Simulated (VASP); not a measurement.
Pt, 3 atoms in the cell. The structure is hexagonal, space group P6/mmm (No. 191). The conventional cell has a = 4.534 Å, b = 4.534 Å, c = 2.703 Å, α = 90.00°, β = 90.00°, γ = 120.00°. Within 3.6 Å of Pt (site symmetry 6/mmm) lie 14 Pt at 2.70 to 2.95 Å. Pt (site symmetry -6m2) has 11 Pt at 2.62 to 2.95 Å within 3.5 Å. This isn't the form of Pt at room conditions, which is fcc.

* Program: VASP 6.6.1
* Task: single point
* Functional: PBE
* Potentials or basis: VASP PAW PBE potentials, release 64 (Pt)
* Cutoff: 520 eV
* k mesh: 11 × 11 × 15
* Occupations: fermi-dirac, width 0.1 eV
* Spin: no spin polarisation
* Dipole correction: no
* Further INCAR settings: ALGO = Normal; EDIFF = 1e-06; NBANDS = 22

Potentials or basis: VASP PAW PBE potentials, release 64 (Pt).

Command:

```bash
$ cat potpaw_PBE.64/Pt/POTCAR > POTCAR
$ mpirun -np 1 vasp_std > vasp.out
```

Hardware: 1 thread of Intel Xeon 8259CL, on a shared host.

Estimate the wall time of this run.

It took 98 s on 1 thread of Intel Xeon 8259CL, on a shared host, peak memory 0.24 GiB. Counts: scf iterations 13, k points 128.
